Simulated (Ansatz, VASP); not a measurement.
**Al2O3 in VASP and in Ansatz**

INCAR

```
SYSTEM = Al2O3
PREC = Accurate
ENCUT = 520
EDIFF = 1E-6
ISMEAR = 0
SIGMA = 0.1
LREAL = .False.
LASPH = .True.
NELM = 100
ALGO = Normal
ISIF = 2
LWAVE = .False.
LCHARG = .True.
GGA = PE
LELF = .True.
LVHAR = .True.
NBANDS = 20
```

File KPOINTS:

```
regular mesh
0
Gamma
  6 6 4
  0 0 0
```

The input POSCAR:

```
Al2O3
1.0
    4.3024199700      0.0000000000      0.0000000000
   -2.1512099900      3.7260049900      0.0000000000
    0.0000000000      0.0000000000      4.3080588400
Al O
2 3
Direct
    0.0000000000      0.0000000000      0.5000000000
    0.0000000000      0.0000000000      0.0000000000
    0.5000000000      0.0000000000      0.5000000000
    0.0000000000      0.5000000000      0.5000000000
    0.5000000000      0.5000000000      0.5000000000
```

Input for Ansatz:

```yaml
crystal:
  lattice:
    - [4.30241997, 0.0, 0.0]
    - [-2.15120999, 3.72600499, 0.0]
    - [0.0, 0.0, 4.30805884]
  atoms:
    - { symbol: Al, position: [0.0, 0.0, 0.5] }
    - { symbol: Al, position: [0.0, 0.0, 0.0] }
    - { symbol: O, position: [0.5, 0.0, 0.5] }
    - { symbol: O, position: [0.0, 0.5, 0.5] }
    - { symbol: O, position: [0.5, 0.5, 0.5] }
basis:
  ecutwfc: 420
kpoints:
  mp_grid: { grid: [6, 6, 4] }
hamiltonian:
  xc: pbe
scf:
  occupations: { method: gaussian, width: 0.1 }
  lower_state_search: "off"
output:
  forces: true
  stress: true
  eigenvalues: true
```

Alike in both runs: task single point; functional PBE; k mesh 6 × 6 × 4; occupations gaussian, width 0.1 eV; no spin polarisation.

|  | VASP | Ansatz |
| --- | --- | --- |
| version | VASP 6.6.1 | Ansatz 0.2.0 |
| potentials or method | VASP PAW PBE potentials, release 64 (Al, O), cutoff 520 eV | scalar-relativistic, plane waves, PAW |
| valence electrons in the cell | 24 | 24 |

```tsv
	VASP	Ansatz	Ansatz less VASP
gap on the k mesh at the Fermi level (eV)	none	none	-
pressure (GPa)	9.3	9.4	+0.13
traceless stress, the component that is largest in VASP (GPa)	33.75	33.78	+0.031
```

A gap of «none» marks a metal or a gap that the smearing closes. With one functional, cell and mesh, what is left measures potentials, basis and numerics.

The k mesh is coarse, so the values compare programs but aren't converged.
